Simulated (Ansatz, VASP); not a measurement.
**Al3GaAs4 in VASP and in Ansatz**

The input INCAR:

```
ALGO     = Normal         # electronic algorithm
EDIFF    = 1E-6           # SCF threshold, eV
EDIFFG   = -0.05          # ionic threshold
ENCUT    = 600            # plane-wave cutoff, eV
GGA      = PE             # functional
IBRION   = 2              # ionic algorithm
ISIF     = 3              # what is computed and relaxed
ISMEAR   = 0              # smearing method
LASPH    = T              # aspherical terms in the spheres
LCHARG   = F              # write CHGCAR
LREAL    = F              # projectors in reciprocal space
LWAVE    = F              # write WAVECAR
NELM     = 80             # most SCF steps
NSW      = 100            # ionic steps
PREC     = Accurate       # precision mode
SIGMA    = 0.1            # smearing width, eV
```

File KPOINTS:

```
k-points
0
Gamma
  4 4 4
```

The input POSCAR:

```
Al3GaAs4
1.0
    5.2805815186      0.0000000000      0.0000000000
    0.0000000000      5.2805815186      0.0000000000
    0.0000000000      0.0000000000      5.2805815186
Al Ga As
3 1 4
Direct
    0.5000000000      0.5000000000      0.0000000000
    0.5000000000      0.0000000000      0.5000000000
    0.0000000000      0.5000000000      0.5000000000
    0.0000000000      0.0000000000      0.0000000000
    0.7441634300      0.7441634300      0.2558365700
    0.7441634300      0.2558365700      0.7441634300
    0.2558365700      0.7441634300      0.7441634300
    0.2558365700      0.2558365700      0.2558365700
```

Input for Ansatz:

```yaml
crystal:
  lattice:
    - [5.2805815186, 0.0, 0.0]
    - [0.0, 5.2805815186, 0.0]
    - [0.0, 0.0, 5.2805815186]
  atoms:
    - { symbol: Al, position: [0.5, 0.5, 0.0] }
    - { symbol: Al, position: [0.5, 0.0, 0.5] }
    - { symbol: Al, position: [0.0, 0.5, 0.5] }
    - { symbol: Ga, position: [0.0, 0.0, 0.0] }
    - { symbol: As, position: [0.74416343, 0.74416343, 0.25583657] }
    - { symbol: As, position: [0.74416343, 0.25583657, 0.74416343] }
    - { symbol: As, position: [0.25583657, 0.74416343, 0.74416343] }
    - { symbol: As, position: [0.25583657, 0.25583657, 0.25583657] }
basis:
  ecutwfc: 420
kpoints:
  mp_grid: { grid: [4, 4, 4] }
hamiltonian:
  xc: pbe
scf:
  occupations: { method: gaussian, width: 0.1 }
output:
  forces: true
  stress: true
  eigenvalues: true
relax:
  adjacent_minimum: "off"
  f_tol: 0.05
  max_steps: 80
  cell: { stress_tol: 0.5 }
```

Alike in both runs: task relaxation of cell and atoms; functional PBE; k mesh 4 × 4 × 4; occupations gaussian, width 0.1 eV; no spin polarisation.

|  | VASP | Ansatz |
| --- | --- | --- |
| version | VASP 6.6.1 | Ansatz 0.2.0 |
| potentials or method | VASP PAW PBE potentials, release 64 (Al, Ga_d, As), cutoff 600 eV | scalar-relativistic, plane waves, PAW |
| valence electrons in the cell | 42 | 82 |

VASP gave:

| Quantity | Value |
| --- | --- |
| gap on the k mesh at the Fermi level, each at its own relaxed structure (eV) | 1.03 |
| relaxed volume (Å³/atom) | 23.52 |
| relaxed cell length with the largest relative difference (Å) | 5.730 |

Task: Which values does Ansatz return?

Result: gap on the k mesh at the Fermi level, each at its own relaxed structure (eV): 1.04; relaxed volume (Å³/atom): 23.53; relaxed cell length with the largest relative difference (Å): 5.731.

VASP's potentials hold 42 valence electrons a cell and Ansatz's 82, so a difference there can come from the potentials and not from the codes.

Noted on VASP's run: the volume moved by over 15 % at a fixed basis, so the end points are rough.
